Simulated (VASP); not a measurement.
The system is NaCl.

```xyz
2
Lattice="0.0000 3.2135 2.8254 3.2135 0.0000 2.8254 3.2135 3.2135 0.0000" Properties=species:S:1:pos:R:3 pbc="T T T"
Na    0.0000    0.0000    0.0000
Cl    1.6068    1.6068    1.4127
```

This cell differs from its parent crystal: epitaxial xy strain +4.1%.

Base run:

- Program: VASP 6.6.1
- Functional: PBE
- Potentials or basis: VASP PAW PBE potentials, release 64 (Na_pv, Cl)
- Cutoff: 520 eV
- k mesh: 8 × 8 × 8
- Occupations: fermi-dirac, width 0.02 eV
- Spin: no spin polarisation

Its results: band gap on the k mesh 4.87 eV; pressure 0.7 GPa.

**Question.** The run is repeated on the same cell with these changes: functional from PBE to r2SCAN; occupations from fermi-dirac, width 0.02 eV to gaussian, width 0.01 eV. What comes out?

**Answer.** Band gap on the k mesh 5.50 eV; pressure -0.1 GPa.

Caveats: the structure was generated, so it needn't be the stable form of NaCl; the PAW data sets were made with another functional, which shifts forces and pressure a little (at least some runs).

A k mesh can miss the band edges.
